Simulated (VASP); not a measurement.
# Al2Cu (Khatyrkite) (I4/mcm) in VASP: a series of runs

Aim: see how the results for Al2Cu (Khatyrkite) move with the level of theory and the settings. Levels: LDA, PBE. Tasks: single point.

All numbers are computed with VASP 6.6.1; they aren't measurements. Logs are shortened: lines on timing, memory, paths and dates and some standing lists are left out, and cuts for length are marked.

## Step 1: The cell of the first run

The structure is tetragonal, space group I4/mcm (No. 140). Conventional cell: a = 5.985 Å, b = 5.985 Å, c = 4.811 Å, α = 90.00°, β = 90.00°, γ = 90.00°. Within 3.2 Å of Cu (site symmetry 422) lie 2 Cu at 2.41 Å and 8 Al at 2.56 Å. Within 3.4 Å of Al (site symmetry m2m) lie 4 Cu at 2.56 Å and 11 Al at 2.68 to 3.19 Å.

## Step 2: Single point, LDA

Input file INCAR:

```
PREC = Accurate ; ENCUT = 520
EDIFF = 1E-6 ; ISMEAR = -1
SIGMA = 0.05 ; LREAL = F
LASPH = T ; NELM = 80
ALGO = Normal ; ISIF = 2
LWAVE = F ; LCHARG = F
GGA = CA ; NBANDS = 26
```

Input file KPOINTS:

```
Automatic mesh
0
Gamma
  7 7 7
```

Input file POSCAR:

```
Al2Cu
1.0
   -2.9925017310      2.9925017310      2.4055432573
    2.9925017310     -2.9925017310      2.4055432573
    2.9925017310      2.9925017310     -2.4055432573
Cu Al
2 4
Direct
    0.2500000000      0.2500000000      0.0000000000
    0.7500000000      0.7500000000      0.0000000000
    0.3419000000      0.1581000000      0.5000000000
    0.8419000000      0.3419000000      0.1838000000
    0.6581000000      0.8419000000      0.5000000000
    0.1581000000      0.6581000000      0.8162000000
```

Potentials or basis: VASP PAW LDA potentials, release 64 (Cu, Al).

Launch:

```console
$ cat potpaw_LDA.64/Cu/POTCAR potpaw_LDA.64/Al/POTCAR > POTCAR
$ mpirun -np 1 vasp_std > vasp.out
```

OUTCAR:

```text
PREC = Accurate
   ENCUT = 520
   EDIFF = 1E-6
   ISMEAR = -1
   LREAL = F
   LASPH = T
   NELM = 80
   ISIF = 2
   GGA = CA

 ion  position               nearest neighbor table
   1  0.250  0.250  0.000-   2 2.41   2 2.41   6 2.56   4 2.56   6 2.56   4 2.56   3 2.56   3 2.56
                             5 2.56   5 2.56
   2  0.750  0.750  0.000-   1 2.41   1 2.41   6 2.56   4 2.56   6 2.56   4 2.56   5 2.56   5 2.56
                             3 2.56   3 2.56
   3  0.342  0.158  0.500-   1 2.56   1 2.56   2 2.56   2 2.56   5 2.68   5 2.86   5 2.86   6 3.06
                             4 3.06   6 3.06   4 3.06   6 3.19   4 3.19   4 3.19   6 3.19
   4  0.842  0.342  0.184-   1 2.56   2 2.56   2 2.56   1 2.56   6 2.68   6 2.86   6 2.86   3 3.06
                             5 3.06   3 3.06   5 3.06   3 3.19   5 3.19   3 3.19   5 3.19
   5  0.658  0.842  0.500-   2 2.56   2 2.56   1 2.56   1 2.56   3 2.68   3 2.86   3 2.86   6 3.06
                             4 3.06   6 3.06   4 3.06   6 3.19   4 3.19   6 3.19   4 3.19
   6  0.158  0.658  0.816-   1 2.56   2 2.56   2 2.56   1 2.56   4 2.68   4 2.86   4 2.86   3 3.06
                             5 3.06   5 3.06   3 3.06   3 3.19   5 3.19   3 3.19   5 3.19

  LATTYP: Found a body centered tetragonal cell.
 ALAT       =     5.9850034620
 C/A-ratio  =     0.8038569309

  Lattice vectors:

 A1 = (  -2.9925017310,   2.9925017310,   2.4055432573)
 A2 = (   2.9925017310,  -2.9925017310,   2.4055432573)
 A3 = (   2.9925017310,   2.9925017310,  -2.4055432573)

Analysis of symmetry for initial positions (statically):
=====================================================================
 Subroutine PRICEL returns:
 Original cell was already a primitive cell.

 Routine SETGRP: Setting up the symmetry group for a
 body centered tetragonal supercell.

 Subroutine GETGRP returns: Found 16 space group operations
 (whereof  8 operations were pure point group operations)
 out of a pool of 16 trial point group operations.

The static configuration has the point symmetry C_4h.
 The point group associated with its full space group is D_4h.

Analysis of symmetry for dynamics (positions and initial velocities):
=====================================================================
 Subroutine PRICEL returns:
 Original cell was already a primitive cell.

 Routine SETGRP: Setting up the symmetry group for a
 body centered tetragonal supercell.

 Subroutine GETGRP returns: Found 16 space group operations
 (whereof  8 operations were pure point group operations)
 out of a pool of 16 trial point group operations.

The dynamic configuration has the point symmetry C_4h.
 The point group associated with its full space group is D_4h.

 Subroutine INISYM returns: Found 16 space group operations
 (whereof  8 operations are pure point group operations),
 and found     1 'primitive' translations

----------------------------------------------------------------------------------------

                                     Primitive cell

  volume of cell :      86.1672

  direct lattice vectors                    reciprocal lattice vectors
    -2.992501731  2.992501731  2.405543257     0.000000000  0.167084281  0.207853257
     2.992501731 -2.992501731  2.405543257     0.167084281  0.000000000  0.207853257
     2.992501731  2.992501731 -2.405543257     0.167084281  0.167084281  0.000000000

  length of vectors
     4.867932989  4.867932989  4.867932989     0.266683583  0.266683583  0.236292856

  position of ions in fractional coordinates (direct lattice)
     0.250000000  0.250000000  0.000000000
     0.750000000  0.750000000  0.000000000
     0.341900000  0.158100000  0.500000000
     0.841900000  0.341900000  0.183800000
     0.658100000  0.841900000  0.500000000
     0.158100000  0.658100000  0.816200000

  ion indices of the primitive-cell ions
   primitive index   ion index
                 1           1
                 2           2
                 3           3
                 4           4
                 5           5
                 6           6

----------------------------------------------------------------------------------------

 KPOINTS: Automatic mesh

Automatic generation of k-mesh.
 Grid dimensions read from file:
 generate k-points for:    7    7    7

 Generating k-lattice:

  Cartesian coordinates                     Fractional coordinates (reciprocal lattice)
     0.000000000  0.023869183  0.029693322     0.142857143 -0.000000000  0.000000000
     0.023869183  0.000000000  0.029693322    -0.000000000  0.142857143  0.000000000
     0.023869183  0.023869183  0.000000000     0.000000000  0.000000000  0.142857143

  Length of vectors
     0.038097655  0.038097655  0.033756122

  Shift w.r.t. Gamma in fractional coordinates (k-lattice)
     0.000000000  0.000000000  0.000000000

 Subroutine IBZKPT returns following result:
 ===========================================

 Found     40 irreducible k-points:

 Following reciprocal coordinates:
            Coordinates               Weight
  0.000000  0.000000  0.000000      1.000000
  0.142857  0.000000 -0.000000      8.000000
  0.285714  0.000000 -0.000000      8.000000
  0.428571  0.000000 -0.000000      8.000000
  0.142857  0.142857 -0.000000      8.000000
  0.285714  0.142857 -0.000000     16.000000
[... 16 lines left out ...]
 -0.142857  0.285714  0.142857      8.000000
 -0.428571  0.428571  0.142857      8.000000
 [... further k-points ...]
   k-points           NKPTS =     40   k-points in BZ     NKDIM =     40   number of bands    NBANDS=     26
   number of dos      NEDOS =    301   number of ions     NIONS =      6
   total plane-waves  NPLWV =  46656
   dimension x,y,z NGX =    36 NGY =   36 NGZ =   36
   dimension x,y,z NGXF=    72 NGYF=   72 NGZF=   72
   ions per type =               2   4
   NGX,Y,Z   is equivalent  to a cutoff of  12.29, 12.29, 12.29 a.u.
   NGXF,Y,Z  is equivalent  to a cutoff of  24.59, 24.59, 24.59 a.u.
 SYSTEM =  unknown system
   PREC   = accura    normal or accurate (medium, high low for compatibility)
   ISTART =      0    job   : 0-new  1-cont  2-samecut
   ICHARG =      2    charge: 1-file 2-atom 10-const
   ISPIN  =      1    spin polarized calculation?
   LNONCOLLINEAR =      F non collinear calculations
   LSORBIT =      F    spin-orbit coupling
   LASPH  =      T    aspherical Exc in radial PAW
   ENCUT  =  520.0 eV  38.22 Ry    6.18 a.u.   9.05  9.05  9.05*2*pi/ulx,y,z
   NELM   =     80;   NELMIN=  2; NELMDL= -5     # of ELM steps
   EDIFF  = 0.1E-05   stopping-criterion for ELM
   LREAL  =      F    real-space projection
   EDIFFG = 0.1E-04   stopping-criterion for IOM
   NSW    =      0    number of steps for IOM
   IBRION =     -1    ionic relax: 0-MD 1-quasi-New 2-CG
   NFREE  =      0    steps in history (QN), initial steepest desc. (CG)
   ISIF   =      2    stress and relaxation
   ISYM   =      2    0-nonsym 1-usesym 2-fastsym
   POTIM  = 0.5000    time-step for ionic-motion
   TEBEG  =    0.0;   TEEND  =   0.0 temperature during run
   PSTRESS=    0.0 pullay stress
   NELECT =      34.0000    total number of electrons
   NUPDOWN=      -1.0000    fix difference up-down
   EMIN   =  10.00;   EMAX   =-10.00  energy-range for DOS
   EFERMI =   0.00;   METHOD = LEGACY
   ISMEAR =    -1;   SIGMA  =   0.05  broadening in eV -4-tet -1-fermi 0-gaus
   EFERMI_NEDOS =   21; number of points for ismear=-14 and -15
   IALGO  =     38    algorithm
   IMIX   =      4    mixing-type and parameters
     AMIX     =   0.40;   BMIX     =  1.00
     AMIX_MAG =   1.60;   BMIX_MAG =  1.00
  volume/ion in A,a.u.               =      14.36        96.91
  Fermi-wavevector in a.u.,A,eV,Ry     =   1.200753  2.269095 19.616997  1.441809
  Thomas-Fermi vector in A             =   2.336581
   LORBIT       =      0    0 simple, 1 ext, 2 COOP (PROOUT), +10 PAW based schemes
   GGA     = CA    functional components
   LHFCALC =     F    Hartree Fock is set to
   AEXX    =    0.0000 exact exchange contribution
   IVDW    =     0    specifies the selected vdW correction
   LEPSILON=     F    determine dielectric tensor
   LRPA    =     F    only Hartree local field effects (RPA)
 non-spin polarized calculation
  energy-cutoff  :      520.00
  volume of cell :       86.17
 maximum number of plane-waves:      2336
   NGX = 19   NGY = 19   NGZ = 19

 number of electron      34.0000018 magnetization

 Free energy of the ion-electron system (eV)
  ---------------------------------------------------
  ext. energy  EPLUGINS =         0.00000000
  ---------------------------------------------------
  free energy    TOTEN  =       -27.28071061 eV

  energy without entropy =      -27.27136244  energy(sigma->0) =      -27.27603653

 E-fermi :   8.2609     XC(G=0): -11.2168

 val. band max:        8.2140036155   @ k =   0.0000   0.0000   0.0000
 cond. band min:       8.2708301527   @ k =  -0.2857  -0.4286   0.2857
 fundamental gap:      0.0568265372
 Fermi energy:         8.2609224971

 k-point     1 :       0.0000    0.0000    0.0000
  band No.  band energies     occupation
      1      -2.8081      2.00000
      2       2.6547      2.00000
      3       2.8373      2.00000
      4       2.8383      2.00000
      5       2.8383      2.00000
      6       3.7717      2.00000
[... 18 lines left out ...]
     25      13.5193      0.00000
     26      14.1353      0.00000

 k-point     2 :       0.1429    0.0000   -0.0000
  band No.  band energies     occupation
      1      -2.5897      2.00000
      2       2.6432      2.00000
      3       2.7798      2.00000
      4       2.8330      2.00000
      5       2.8911      2.00000
      6       3.7361      2.00000
[... 18 lines left out ...]
     25      13.7615      0.00000
     26      14.4435      0.00000

 k-point     3 :       0.2857    0.0000   -0.0000
  band No.  band energies     occupation
      1      -1.9399      2.00000
      2       2.0778      2.00000
      3       2.6347      2.00000
      4       2.8091      2.00000
      5       3.0193      2.00000
      6       3.5925      2.00000
[... 572 lines left out ...]
 k-point    23 :      -0.1429    0.2857    0.1429
  band No.  band energies     occupation
      1      -1.9121      2.00000
      2       2.1478      2.00000
      3       2.3094      2.00000
      4       2.4828      2.00000
      5       2.9588      2.00000
      6       3.3230      2.00000
[... 18 lines left out ...]
     25      14.5129      0.00000
     26      14.8805      0.00000

 k-point    24 :      -0.4286    0.4286    0.1429
  band No.  band energies     occupation
      1      -1.1334      2.00000
      2       0.0156      2.00000
      3       2.7076      2.00000
      4       2.8696      2.00000
      5       3.1539      2.00000
      6       3.2756      2.00000
[... 18 lines left out ...]
     25      14.3296      0.00000
     26      14.5464      0.00000

 [... further k-points ...]
[... 5 lines left out ...]
  --------------------------------------------------------------------------------------
  -------------------------------------------------------------------------------------
  Total       -1.2506160     -1.2506160     -1.0711386      0.0000000     -0.0000000      0.0000000
  in kB      -23.2537277    -23.2537277    -19.9165565      0.0000000     -0.0000000      0.0000000
  external PRESSURE =     -22.1413373 kB  Pullay stress =       0.0000000 kB

 VOLUME and BASIS-vectors are now :
 -----------------------------------------------------------------------------
  energy-cutoff  :      520.00
  volume of cell :       86.17
      direct lattice vectors                 reciprocal lattice vectors
    -2.992501731  2.992501731  2.405543257     0.000000000  0.167084281  0.207853257
     2.992501731 -2.992501731  2.405543257     0.167084281  0.000000000  0.207853257
     2.992501731  2.992501731 -2.405543257     0.167084281  0.167084281  0.000000000

 POSITION                                       TOTAL-FORCE (eV/Angst)
 -----------------------------------------------------------------------------------
      0.00000      0.00000      1.20277         0.000000     -0.000000      0.000000
      0.00000      0.00000      3.60831         0.000000     -0.000000      0.000000
      0.94623      2.04627      0.00000         0.054750     -0.054750      0.000000
     -0.94623      2.04627      2.40554        -0.054750     -0.054750      0.000000
      2.04627      0.94623      2.40554        -0.054750      0.054750      0.000000
      3.93873      0.94623     -0.00000         0.054750      0.054750     -0.000000
 -----------------------------------------------------------------------------------
    total drift:                                0.000000      0.000000      0.000000

  FREE ENERGIE OF THE ION-ELECTRON SYSTEM (eV)
  ---------------------------------------------------
  free  energy   TOTEN  =       -27.2807106112 eV

  energy  without entropy=      -27.2713624424  energy(sigma->0) =      -27.27603653
```

Wall time 43 s (1 thread of Intel Xeon Platinum 8559C (Emerald Rapids), shared host); peak memory 0.21 GiB.

What came out:

```yaml
Free_energy: -27.2807 eV
Pressure: -2.2 GPa
Largest_force: 0.077 eV/Å
Band_gap_on_the_k_mesh: zero (band 17 reaches 10.27 eV, above the bottom of band 18 at 6.51 eV)
```

Forces in eV/Å, atoms in the order of the input:
```
Cu   0.000  0.000  0.000
Cu   0.000  0.000  0.000
Al   0.055 -0.055  0.000
Al  -0.055 -0.055  0.000
Al  -0.055  0.055  0.000
Al   0.055  0.055  0.000
```

## Step 3: Single point, PBE

Input file INCAR:

```
SYSTEM = Al2Cu
PREC     = Accurate       ! precision mode
ENCUT    = 520            ! plane-wave cutoff, eV
EDIFF    = 1E-6           ! SCF threshold, eV
ISMEAR   = -1             ! smearing method
SIGMA    = 0.05           ! smearing width, eV
LREAL    = .FALSE.        ! projectors in reciprocal space
LASPH    = .TRUE.         ! aspherical terms in the spheres
NELM     = 60             ! most SCF steps
ALGO     = Fast           ! electronic algorithm
ISIF     = 2              ! what is computed and relaxed
LWAVE    = .FALSE.        ! write WAVECAR
LCHARG   = .FALSE.        ! write CHGCAR
GGA      = PE             ! functional
NBANDS   = 26             ! bands
```

Input file KPOINTS:

```
Automatic mesh
0
G
  7 7 7
  0 0 0
```

POSCAR is that of step 2.

Potentials or basis: VASP PAW PBE potentials, release 64 (Cu, Al).

Launch:

```console
$ cat potpaw_PBE.64/Cu/POTCAR potpaw_PBE.64/Al/POTCAR > POTCAR
$ mpirun -np 1 vasp_std > vasp.out
```

Wall time 61 s (1 thread of Intel Xeon Platinum 8559C (Emerald Rapids), shared host); peak memory 0.24 GiB.

Results (log left out):

```
Free energy            : -23.3463 eV
Pressure               : 4.4 GPa
Largest force          : 0.025 eV/Å
Band gap on the k mesh : zero (band 17 reaches 10.48 eV, above the bottom of band 18 at 6.73 eV)
```

Forces in eV/Å, atoms in the order of the input:
```
Cu   0.000  0.000  0.000
Cu   0.000  0.000  0.000
Al  -0.017  0.017  0.000
Al   0.017  0.017  0.000
Al   0.017 -0.017  0.000
Al  -0.017 -0.017  0.000
```

Stress tensor (GPa, compression positive):
```
4.15 0.00 0.00
0.00 4.15 0.00
0.00 0.00 4.97
```

Levels at points of the mesh, in eV from the Fermi level:
| k point | band 14 | band 15 | band 16 | band 17 | band 18 | band 19 | band 20 | band 21 |
| --- | --- | --- | --- | --- | --- | --- | --- | --- |
| (0.00, 0.00, 0.00) | -2.13 | -1.48 | -1.34 | -1.34 | -0.96 | -0.33 | -0.09 | 1.45 |

(Part 1 of 2 ends here.)
